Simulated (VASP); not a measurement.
Set up this calculation in VASP 6.6.1, as the native input.

- Task: single point
- Functional: PBEsol
- Dispersion: D3(BJ)
- Potentials or basis: VASP PAW PBE potentials, release 64 (Hg)
- Cutoff: 520 eV
- k mesh: 18 × 18 × 10
- Occupations: gaussian, width 0.15 eV
- Spin: no spin polarisation
- Dipole correction: no
- Further INCAR settings: ALGO = Fast; EDIFF = 1e-06; NBANDS = 19

The structure of Hg lies in POSCAR:

```
Hg
1.0
    3.2329000000      0.0000000000      0.0000000000
   -1.6164500000      2.7997735279      0.0000000000
    0.0000000000      0.0000000000      5.4194000000
Hg
2
Direct
    0.6666666667      0.3333333333      0.7500000000
    0.3333333333      0.6666666667      0.2500000000
```

The input as run:

INCAR

```
SYSTEM = Hg
PREC = Accurate ; ENCUT = 520
EDIFF = 1E-6 ; ISMEAR = 0
SIGMA = 0.15 ; LREAL = .FALSE.
LASPH = .TRUE. ; NELM = 100
ALGO = Fast ; ISIF = 2
LWAVE = .FALSE. ; LCHARG = .TRUE.
GGA = PS ; IVDW = 12
LELF = .TRUE. ; LVHAR = .TRUE.
NBANDS = 19
```

KPOINTS

```
Automatic mesh
0
G
  18 18 10
  0 0 0
```

Potentials or basis: VASP PAW PBE potentials, release 64 (Hg).

Command:

```sh
$ cat potpaw_PBE.64/Hg/POTCAR > POTCAR
$ mpirun -np 1 vasp_std > vasp.out
```

Results of the run:

| Quantity | Value |
| --- | --- |
| Pressure | -3.4 GPa |
| Band gap on the k mesh | zero (bands 12 and 13 overlap by 1.58 eV) |
| Dispersion energy per atom | -0.406 eV |

Caveat: the cell stands under tension; the PAW data sets were made with another functional, which shifts forces and pressure a little; spin-orbit coupling is left out, which moves the levels of the heavy elements.

It took 88 s on 1 thread of Oxide Virtual Turin-like Processor, on a shared host, peak memory 0.26 GiB.
